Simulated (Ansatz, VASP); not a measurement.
# One calculation of Se, two programs

```xyz
3
Lattice="4.1040 0.0000 0.0000 -2.0520 3.5542 0.0000 0.0000 0.0000 5.1729" Properties=species:S:1:pos:R:3 pbc="T T T"
Se    1.0151    0.0000    1.7243
Se   -0.5076    0.8791    3.4486
Se    1.5444    2.6751    0.0000
```

Alike in both runs: task single point; functional PBE; dispersion D3(BJ); k mesh 12 × 12 × 8; occupations gaussian, width 0.05 eV; no spin polarisation.

```csv
,VASP,Ansatz
version,VASP 6.6.1,Ansatz 0.2.0
potentials or method,"VASP PAW PBE potentials, release 64 (Se), cutoff 520 eV","scalar-relativistic, plane waves, PAW"
valence electrons in the cell,18,48
```

Ansatz gave:

```
gap on the k mesh at the Fermi level (eV)                     : 0.51
least direct gap on the mesh (eV)                             : 0.52
pressure (GPa)                                                : -1.6
traceless stress, the component that is largest in VASP (GPa) : -0.51
rms of the force components (eV/Å)                            : 0.107
```

Q: Estimate VASP's values.

A: gap on the k mesh at the Fermi level (eV): 0.50; least direct gap on the mesh (eV): 0.52; pressure (GPa): -1.5; traceless stress, the component that is largest in VASP (GPa): -0.47; rms of the force components (eV/Å): 0.097.

Atom by atom the forces differ by 0.010 eV/Å (rms over components). VASP's potentials hold 18 valence electrons a cell and Ansatz's 48, so a difference there can come from the potentials and not from the codes.
